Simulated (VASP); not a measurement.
# SnP4 (P-43m) in VASP: notebook, part 2 of 2

VASP 6.6.1. Earlier steps stand in the parts before.

**3. Relaxation of cell and atoms, PBE**

This run uses another cell than the first one, of 25.73 Å³/atom.

The input, INCAR:

```
ALGO = Normal ; EDIFF = 1E-6
EDIFFG = -0.01 ; ENCUT = 600
GGA = PE ; IBRION = 2
ISIF = 3 ; ISMEAR = 0
LASPH = True ; LCHARG = False
LREAL = False ; LWAVE = False
NELM = 80 ; NSW = 100
PREC = Accurate ; SIGMA = 0.1
```

The input, KPOINTS:

```
k-points
0
Gamma
  8 8 8
```

The input, POSCAR:

```
SnP4
1.0
    5.0481937699      0.0000000000      0.0000000000
    0.0000000000      5.0481937699      0.0000000000
    0.0000000000      0.0000000000      5.0481937699
Sn P
1 4
Direct
    0.5000000000      0.5000000000      0.5000000000
    0.1574882636      0.1574882636      0.1574882636
    0.8425117364      0.8425117364      0.1574882636
    0.8425117364      0.1574882636      0.8425117364
    0.1574882636      0.8425117364      0.8425117364
```

Potentials or basis: VASP PAW PBE potentials, release 64 (Sn_d, P).

Launch:

```sh
$ cat potpaw_PBE.64/Sn_d/POTCAR potpaw_PBE.64/P/POTCAR > POTCAR
$ mpirun -np 1 vasp_std > vasp.out
```

OUTCAR:

```text
EDIFF = 1E-6
   EDIFFG = -0.01
   ENCUT = 600
   GGA = PE
   IBRION = 2
   ISIF = 3
   ISMEAR = 0
   LASPH = True
   LREAL = False
   NELM = 80
   NSW = 100
   PREC = Accurate

 ion  position               nearest neighbor table
   1  0.500  0.500  0.500-   2 2.99   3 2.99   4 2.99   5 2.99
   2  0.157  0.157  0.157-   3 2.25   4 2.25   5 2.25   1 2.99
   3  0.843  0.843  0.157-   2 2.25   4 2.25   5 2.25   1 2.99
   4  0.843  0.157  0.843-   2 2.25   3 2.25   5 2.25   1 2.99
   5  0.157  0.843  0.843-   2 2.25   3 2.25   4 2.25   1 2.99

  LATTYP: Found a simple cubic cell.
 ALAT       =     5.0481937699

  Lattice vectors:

 A1 = (   5.0481937699,   0.0000000000,   0.0000000000)
 A2 = (   0.0000000000,   5.0481937699,   0.0000000000)
[... 460 lines left out ...]
  ext. energy  EPLUGINS =         0.00000000
  ---------------------------------------------------
  free energy    TOTEN  =       -22.82829698 eV

  energy without entropy =      -22.80399921  energy(sigma->0) =      -22.81614810

 E-fermi :   4.8397     XC(G=0):  -8.8163

 val. band max:        4.8355467179   @ k =   0.2500   0.1250   0.1250
 cond. band min:       4.8664801116   @ k =   0.5000   0.1250   0.1250
 fundamental gap:      0.0309333937
 Fermi energy:         4.8397080016

 k-point     1 :       0.0000    0.0000    0.0000
  band No.  band energies     occupation
      1     -17.3104      2.00000
      2     -17.3104      2.00000
      3     -17.3104      2.00000
      4     -17.3058      2.00000
      5     -17.3058      2.00000
      6     -11.2297      2.00000
[... 565 lines left out ...]
     20       6.5652      0.00000
     21       7.1682      0.00000

 [... further k-points ...]

------------------------ aborting loop because EDIFF is reached ----------------------------------------

  FORCE on cell =-STRESS in cart. coord.  units (eV):
  Direction    XX          YY          ZZ          XY          YZ          ZX
  --------------------------------------------------------------------------------------
  -------------------------------------------------------------------------------------
  Total       -0.0042799     -0.0042799     -0.0042799      0.0000000      0.0000000      0.0000000
  in kB       -0.0518896     -0.0518896     -0.0518896      0.0000000      0.0000000      0.0000000
  external PRESSURE =      -0.0518896 kB  Pullay stress =       0.0000000 kB
[... 20 lines left out ...]
  FREE ENERGIE OF THE ION-ELECTRON SYSTEM (eV)
  ---------------------------------------------------
  free  energy   TOTEN  =       -22.8282969848 eV

  energy  without entropy=      -22.8039992109  energy(sigma->0) =      -22.81614810

 reached required accuracy - stopping structural energy minimisation
```

OSZICAR:

```text
N       E                     dE             d eps       ncg     rms          rms(c)
DAV:   1     0.254679473644E+03    0.25468E+03   -0.16207E+04  1470   0.182E+03
DAV:   2     0.895168064832E+01   -0.24573E+03   -0.23790E+03  1603   0.385E+02
[... 62 lines left out ...]
   7 F= -.22828258E+02 E0= -.22816085E+02  d E =0.253670E-04
       N       E                     dE             d eps       ncg     rms          rms(c)
DAV:   1    -0.228282811262E+02   -0.22895E-04   -0.17551E-03  1608   0.234E-01    0.403E-02
DAV:   2    -0.228282980251E+02   -0.16899E-04   -0.17903E-04  1725   0.788E-02    0.165E-02
DAV:   3    -0.228282967968E+02    0.12284E-05   -0.70484E-06  1668   0.203E-02    0.120E-02
DAV:   4    -0.228282969848E+02   -0.18807E-06   -0.34157E-06  1415   0.111E-02
   8 F= -.22828297E+02 E0= -.22816148E+02  d E =-.136458E-04
```

Wall time 3.4 min (1 thread of AMD EPYC 9R45 (Zen 5), shared host); peak memory 0.28 GiB.

Results:

```yaml
Free_energy: -22.8283 eV
Relaxed_volume: 26.43 Å³/atom
Relaxed_cell: a = 5.094 Å, b = 5.094 Å, c = 5.094 Å, α = 90.00°, β = 90.00°, γ = 90.00°
Space_group_after_relaxing_to_0.1_Å: P-43m (No. 215)
Energy_gained_by_relaxing: 1.5 meV/atom
Ionic_steps: 8
Pressure_after_relaxing: 0.0 GPa
Band_gap_on_the_k_mesh: zero (bands 17 and 18 overlap by 2.85 eV)
```

Step by step:
| step | energy change (eV) | largest force (eV/Å) | pressure (GPa) | volume (Å³) |
| --- | --- | --- | --- | --- |
| 1 | 0.0000 | 0.1973 | 0.01 | 128.65 |
| 2 | -0.0023 | 0.0831 | 0.66 | 128.68 |
| 3 | -0.0028 | 0.0023 | 0.47 | 128.67 |
| 4 | -0.0059 | 0.0067 | 0.29 | 130.03 |
| 5 | -0.0076 | 0.0152 | 0.04 | 132.07 |
| 6 | -0.0076 | 0.0160 | 0.02 | 132.14 |
| 7 | -0.0076 | 0.0243 | -0.06 | 132.16 |
| 8 | -0.0077 | 0.0007 | -0.01 | 132.15 |

Final structure:
```cif
data_structure
_symmetry_space_group_name_H-M 'P 1'
_symmetry_Int_Tables_number 1
_cell_length_a 5.0936
_cell_length_b 5.0936
_cell_length_c 5.0936
_cell_angle_alpha 90.000
_cell_angle_beta 90.000
_cell_angle_gamma 90.000
_cell_volume 132.15
loop_
_atom_site_label
_atom_site_type_symbol
_atom_site_fract_x
_atom_site_fract_y
_atom_site_fract_z
_atom_site_occupancy
Sn1 Sn 0.50000 0.50000 0.50000 1
P1 P 0.15532 0.15532 0.15532 1
P2 P 0.84468 0.84468 0.15532 1
P3 P 0.84468 0.15532 0.84468 1
P4 P 0.15532 0.84468 0.84468 1
```

Caveat: spin-orbit coupling is left out, which moves the levels of the heavy elements.

The gap in the log of VASP goes by the Fermi energy; the results here count the filled bands.